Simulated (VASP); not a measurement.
# Ga (I4/mmm) in VASP: a series of runs, part 2 of 2

VASP 6.6.1. Earlier steps stand in the parts before.

### Step 4. Electric field gradients, PBE (17.75 Å³/atom)

This run uses another cell than the first one, of 17.75 Å³/atom.

INCAR reads:

```
SYSTEM = Ga
  PREC = Accurate
  ENCUT = 400
  EDIFF = 1E-8
  ISMEAR = -1
  SIGMA = 0.05
  LREAL = .FALSE.
  LASPH = .TRUE.
  NELM = 120
  ALGO = Normal
  ISIF = 2
  LWAVE = .FALSE.
  LCHARG = .FALSE.
  GGA = PE
  LEFG = .TRUE.
  ISYM = 0
  NBANDS = 12
  GGA_COMPAT = .FALSE.
```

KPOINTS reads:

```
regular mesh
0
G
  14 14 16
  0 0 0
```

POSCAR reads:

```
Ga
1.0
   -1.4086644861      1.4086644861      2.2364053700
    1.4086644861     -1.4086644861      2.2364053700
    1.4086644861      1.4086644861     -2.2364053700
Ga
1
Direct
    0.0000000000      0.0000000000      0.0000000000
```

Potentials or basis: VASP PAW PBE potentials, release 64 (Ga_d).

On the command line:

```
$ cat potpaw_PBE.64/Ga_d/POTCAR > POTCAR
$ mpirun -np 1 vasp_std > vasp.out
```

OUTCAR:

```text
SYSTEM = Ga
   PREC = Accurate
   ENCUT = 400
   EDIFF = 1E-8
   ISMEAR = -1
   LREAL = .FALSE.
   LASPH = .TRUE.
   NELM = 120
   ISIF = 2
   GGA = PE
   ISYM = 0

 ion  position               nearest neighbor table
   1  0.000  0.000  0.000-

IMPORTANT INFORMATION: All symmetrisations will be switched off!
NOSYMM: (Re-)initialisation of all symmetry stuff for point group C_1.

----------------------------------------------------------------------------------------
[... 552 lines left out ...]
    total drift:                                0.000000     -0.000000      0.000000

  FREE ENERGIE OF THE ION-ELECTRON SYSTEM (eV)
  ---------------------------------------------------
  free  energy   TOTEN  =        -2.8757482967 eV

  energy  without entropy=       -2.8730565493  energy(sigma->0) =       -2.87440242

 Electric field gradients (V/A^2)
---------------------------------------------------------------------
 ion       V_xx      V_yy      V_zz      V_xy      V_xz      V_yz
---------------------------------------------------------------------
   1      -9.943    -9.943    19.887     0.101     0.194     0.194
---------------------------------------------------------------------

 Electric field gradients after diagonalization (V/A^2)
 (convention: |V_zz| > |V_xx| > |V_yy|)
----------------------------------------------------------------------
 ion       V_xx      V_yy      V_zz     asymmetry (V_yy - V_xx)/ V_zz
----------------------------------------------------------------------
   1     -10.044    -9.845    19.889       0.010
----------------------------------------------------------------------

           NMR quadrupolar parameters

 Cq : quadrupolar parameter    Cq=e*Q*V_zz/h
 eta: asymmetry parameters     (V_yy - V_xx)/ V_zz
 Q  : nuclear electric quadrupole moment in mb (millibarn)
----------------------------------------------------------------------
 ion       Cq(MHz)       eta       Q (mb)
----------------------------------------------------------------------
   1       0.048       0.010       1.000
----------------------------------------------------------------------
```

OSZICAR:

```text
N       E                     dE             d eps       ncg     rms          rms(c)
DAV:   1     0.388978710669E+02    0.38898E+02   -0.58945E+03 40948   0.167E+03
DAV:   2    -0.115188498920E+01   -0.40050E+02   -0.38641E+02 40072   0.233E+02
DAV:   3    -0.289321511171E+01   -0.17413E+01   -0.17383E+01 43196   0.411E+01
DAV:   4    -0.290619615933E+01   -0.12981E-01   -0.12980E-01 43164   0.374E+00
DAV:   5    -0.290633490127E+01   -0.13874E-03   -0.13874E-03 44364   0.369E-01    0.908E-01
DAV:   6    -0.288205704770E+01    0.24278E-01   -0.37776E-02 47088   0.401E+00    0.459E-01
DAV:   7    -0.287638189385E+01    0.56752E-02   -0.72113E-03 54220   0.148E+00    0.124E-01
DAV:   8    -0.287574440671E+01    0.63749E-03   -0.67282E-04 44548   0.471E-01    0.908E-03
DAV:   9    -0.287574790964E+01   -0.35029E-05   -0.72472E-06 51452   0.392E-02    0.331E-03
DAV:  10    -0.287574843416E+01   -0.52452E-06   -0.25038E-07 43740   0.754E-03    0.341E-04
DAV:  11    -0.287574834071E+01    0.93454E-07   -0.59131E-09 31864   0.130E-03    0.121E-04
DAV:  12    -0.287574829543E+01    0.45281E-07   -0.11381E-09 25184   0.450E-04    0.829E-06
DAV:  13    -0.287574829670E+01   -0.12724E-08   -0.22200E-10 21928   0.160E-04
   1 F= -.28757483E+01 E0= -.28744024E+01  d E =-.269175E-02
```

Wall time 4.9 min (1 thread of Oxide Virtual Turin-like, shared host); peak memory 0.28 GiB.

What came out:

```
Free energy                             : -2.8757 eV
Pressure                                : 3.3 GPa
Band gap on the k mesh                  : zero (an odd number of electrons rules out a gap without spin polarisation)
Largest electric field gradient by atom : Ga +19.9 V/Å²
```

Levels at points of the mesh, in eV from the Fermi level:
| k point | band 4 | band 5 | band 6 | band 7 | band 8 | band 9 |
| --- | --- | --- | --- | --- | --- | --- |
| (0.00, 0.00, 0.00) | -14.92 | -14.79 | -11.55 | 12.89 | 12.89 | 12.93 |
| (0.50, 0.00, 0.00) | -14.75 | -14.71 | -4.98 | -4.27 | 8.67 | 11.81 |
| (0.00, 0.50, 0.00) | -14.75 | -14.71 | -4.98 | -4.27 | 8.67 | 11.81 |
| (0.50, 0.50, 0.00) | -14.75 | -14.64 | -2.25 | -1.38 | 4.10 | 5.01 |
| (0.00, 0.00, 0.50) | -14.75 | -14.64 | -2.25 | -1.38 | 4.10 | 5.01 |
| (0.50, 0.00, 0.50) | -14.75 | -14.71 | -4.98 | -4.27 | 8.67 | 11.81 |
| (0.00, 0.50, 0.50) | -14.75 | -14.71 | -4.98 | -4.27 | 8.67 | 11.81 |
| (0.50, 0.50, 0.50) | -14.72 | -14.72 | -3.86 | -3.66 | 6.50 | 6.50 |

Electric field gradients, principal values (V/Å²):
```
atom   least   middle  greatest (by size)
1 Ga  -9.845  -10.044              19.889
```

Caveat: the cell stands under pressure; without QUAD_EFG the Cq values of the log hold for a quadrupole moment of 1 mb, not for the nuclei.

### Step 5. Overview

| cell | cutoff (eV) | gap on the mesh (eV) | pressure (GPa) |
| --- | --- | --- | --- |
| a = 2.946 Å, angles 124.9, 124.9, 81.7°, 1 atom | 520 | none | 9.2 |
| a = 2.975 Å, angles 123.9, 123.9, 83.4°, 1 atom | 400 | none | 4.7 |
| a = 2.995 Å, angles 123.9, 123.9, 83.4°, 1 atom | 400 | none | 3.3 |

Alike in all rows: task electric field gradients; level PBE; potentials or basis VASP PAW PBE potentials, release 64 (Ga_d); no spin polarisation; k mesh 14 × 14 × 16; smearing fermi-dirac 0.05 eV.

Caveats: the cell stands under pressure.

Absolute energies hang on the potentials; compare differences alone.
